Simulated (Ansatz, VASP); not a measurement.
# Two plane-wave programs on Ag

INCAR

```
SYSTEM = Ag
AGGAC = 0.0
ALDAC = 0.0
ALGO = Fast
EDIFF = 1E-6
ENCUT = 520
GGA = PE
GGA_COMPAT = .False.
ISIF = 2
ISMEAR = 1
LASPH = .True.
LCHARG = .False.
LMAXMIX = 4
LORBIT = 11
LORBMOM = .True.
LREAL = .False.
LSORBIT = .True.
LWAVE = .False.
MAGMOM = 0 0 0
NBANDS = 22
NELM = 150
PREC = Accurate
SIGMA = 0.15
```

KPOINTS

```
k-points
0
Gamma
  11 11 11
  0 0 0
```

POSCAR

```
Ag
1.0
    0.0000000000      1.8963211180      1.8963211180
    1.8963211180      0.0000000000      1.8963211180
    1.8963211180      1.8963211180      0.0000000000
Ag
1
Direct
    0.0000000000      0.0000000000      0.0000000000
```

Contents of input.yaml:

```yaml
crystal:
  lattice:
    - [0.0, 1.896321118, 1.896321118]
    - [1.896321118, 0.0, 1.896321118]
    - [1.896321118, 1.896321118, 0.0]
  atoms:
    - { symbol: Ag, position: [0.0, 0.0, 0.0] }
hamiltonian:
  xc: { exchange: pbe, correlation: none }
  pseudopotentials: { kind: nc_fr }
magnetization:
  noncollinear: true
  spin_orbit: true
kpoints:
  mp_grid: { grid: [11, 11, 11] }
scf:
  occupations: { method: methfessel_paxton, width: 0.15 }
output:
  forces: true
  stress: true
  eigenvalues: true
```

Alike in both runs: task single point; functional PBE exchange alone; k mesh 11 × 11 × 11; occupations methfessel-paxton of order 1, width 0.15 eV; non-collinear spin, spin-orbit coupling.

|  | VASP | Ansatz |
| --- | --- | --- |
| version | VASP 6.6.1 | Ansatz 0.2.0 |
| potentials or method | VASP PAW PBE potentials, release 64 (Ag) | PseudoDojo standard (PBE files) |
| plane-wave cutoff (eV) | 520 | 1116 |
| valence electrons in the cell | 11 | 19 |

|  | VASP | Ansatz | Ansatz less VASP |
| --- | --- | --- | --- |
| net moment per atom (μB) | 0.00 | 0.00 | 0.000 |

VASP's potentials were made for PBE, not for PBE exchange alone. With one functional, cell and mesh, what is left measures potentials, basis and numerics. VASP's potentials hold 11 valence electrons a cell and Ansatz's 19, so a difference there can come from the potentials and not from the codes.

Noted on Ansatz's run: the potentials were made for another functional, which shifts forces and pressure.
